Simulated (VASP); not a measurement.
# Fe: relaxation of cell and atoms with PBE

Crystal: Fe.

```xyz
2
Lattice="-1.2438 1.2438 3.6653 1.2438 -1.2438 3.6653 1.2438 1.2438 -3.6653" Properties=species:S:1:pos:R:3 pbc="T T T"
Fe    0.0000    0.0000    6.2412
Fe    0.0000    0.0000    1.0894
```

```
Program                : VASP 6.6.1
Task                   : relaxation of cell and atoms
Functional             : PBE
Potentials or basis    : VASP PAW PBE potentials, release 64 (Fe)
Cutoff                 : 600 eV
k mesh                 : 10 × 10 × 10
Occupations            : gaussian, width 0.1 eV
Spin                   : no spin polarisation
Dipole correction      : no
Further INCAR settings : ALGO = Normal; EDIFF = 1e-06; IBRION = 2; EDIFFG = -0.04; NSW = 90; ISIF = 3
```

| Quantity | Value |
| --- | --- |
| Relaxed volume | 11.30 Å³/atom |
| Relaxed cell | a = 4.059 Å, b = 4.059 Å, c = 4.059 Å, α = 144.34°, β = 144.34°, γ = 51.32° |
| Space group after relaxing (to 0.1 Å) | I4/mmm (No. 139) |
| Energy gained by relaxing | 0.1 meV/atom |
| Ionic steps | 3 |
| Pressure after relaxing | 0.1 GPa |
| Largest force after relaxing | 0.025 eV/Å |
| Band gap on the k mesh | zero (bands 8 and 9 overlap by 1.98 eV) |

Forces on the atoms (eV/Å):
```
Fe   0.000  0.000  0.025
Fe   0.000  0.000 -0.025
```

Stress tensor (GPa, compression positive):
```
0.11 0.00 0.00
0.00 0.11 0.00
0.00 0.00 0.01
```

The path:
```
step  energy change (eV)  largest force (eV/Å)  pressure (GPa)  volume (Å³)
   1              0.0000                0.0261           -0.77        22.68
   2              0.0001                0.0235            1.14        22.50
   3             -0.0002                0.0254            0.08        22.60
```

Final structure:
```cif
data_structure
_symmetry_space_group_name_H-M 'P 1'
_symmetry_Int_Tables_number 1
_cell_length_a 4.0586
_cell_length_b 4.0586
_cell_length_c 4.0586
_cell_angle_alpha 144.342
_cell_angle_beta 144.342
_cell_angle_gamma 51.316
_cell_volume 22.60
loop_
_atom_site_label
_atom_site_type_symbol
_atom_site_fract_x
_atom_site_fract_y
_atom_site_fract_z
_atom_site_occupancy
Fe1 Fe 0.85147 0.85147 0.00000 1
Fe2 Fe 0.14853 0.14853 0.00000 1
```

Levels at points of the mesh, in eV from the Fermi level:
```csv
k point,band 4,band 5,band 6,band 7,band 8,band 9,band 10,band 11,band 12
"(0.00, 0.00, 0.00)",-1.88,-1.85,-0.83,-0.83,-0.19,-0.09,-0.09,1.05,3.40
"(0.50, 0.00, 0.00)",-2.36,-1.66,-1.44,-1.04,-0.28,0.48,1.06,2.04,3.63
"(0.50, 0.50, 0.00)",-2.98,-1.75,-1.09,0.93,1.16,1.26,1.34,3.44,7.72
"(0.50, 0.50, 0.50)",-3.19,-1.78,-1.78,-1.36,-0.06,0.90,1.14,1.21,1.21
```

Run time: 54 s on 1 thread of Intel(R) Xeon(R) Platinum 8488C (Sapphire Rapids), on a shared host, peak memory 0.19 GiB.

Caveat: the run has no spin polarisation, though such a crystal can be magnetic. Spin polarisation is off, so any magnetic state and its effect on volume and gap are missing.
